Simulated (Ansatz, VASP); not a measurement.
## One calculation of Fe, two programs

The input INCAR:

```
PREC = Accurate
ENCUT = 520
EDIFF = 1E-6
ISMEAR = -1
SIGMA = 0.05
LREAL = F
LASPH = T
NELM = 150
ALGO = Normal
ISIF = 2
LWAVE = F
LCHARG = T
ISPIN = 2
MAGMOM = 2.367
LORBIT = 11
LMAXMIX = 4
GGA = PE
LELF = T
LVHAR = T
NBANDS = 14
```

Contents of KPOINTS:

```
Automatic mesh
0
Gamma
  15 15 15
```

POSCAR

```
Fe
1.0
    2.3713437493      0.0000000000      0.0000000000
    0.0000000000      2.3713437493      0.0000000000
    0.0000000000      0.0000000000      2.3713437493
Fe
1
Direct
    0.0000000000      0.0000000000      0.0000000000
```

Input for Ansatz:

```yaml
crystal:
  lattice:
    - [2.3713437493, 0.0, 0.0]
    - [0.0, 2.3713437493, 0.0]
    - [0.0, 0.0, 2.3713437493]
  atoms:
    - { symbol: Fe, position: [0.0, 0.0, 0.0], spin: 2.367 }
hamiltonian:
  xc: pbe
  pseudopotentials:
    kind: paw
    azcp:
      Fe: "pseudopotentials/Fe.paw.azcp"
basis:
  ecutwfc: 420
  fft_grid_basis: typed
kpoints:
  mp_grid: { grid: [15, 15, 15], shift: [0, 0, 0] }
magnetization:
  spin_polarized: true
scf:
  occupations: { method: fermi_dirac, width: 0.05 }
  lower_state_search: "off"
output:
  stress: true
```

Alike in both runs: task single point; functional PBE; k mesh 15 × 15 × 15; occupations fermi-dirac, width 0.05 eV; collinear spin.

|  | VASP | Ansatz |
| --- | --- | --- |
| version | VASP 6.6.1 | Ansatz 0.2.0 |
| potentials or method | VASP PAW PBE potentials, release 64 (Fe), cutoff 520 eV | plane waves (420 eV) with PAW, scalar-relativistic |
| valence electrons in the cell | 8 | 16 |

|  | VASP | Ansatz | Ansatz less VASP |
| --- | --- | --- | --- |
| pressure (GPa) | -1.2 | -0.7 | +0.42 |
| net moment per atom (μB) | 2.35 | 2.35 | -0.002 |
| size of the moment on the site where the two differ most (μB) | 2.35 | 2.33 | -0.012 |

Site moments also hang on the region over which each program counts them. VASP's potentials hold 8 valence electrons a cell and Ansatz's 16, so a difference there can come from the potentials and not from the codes.
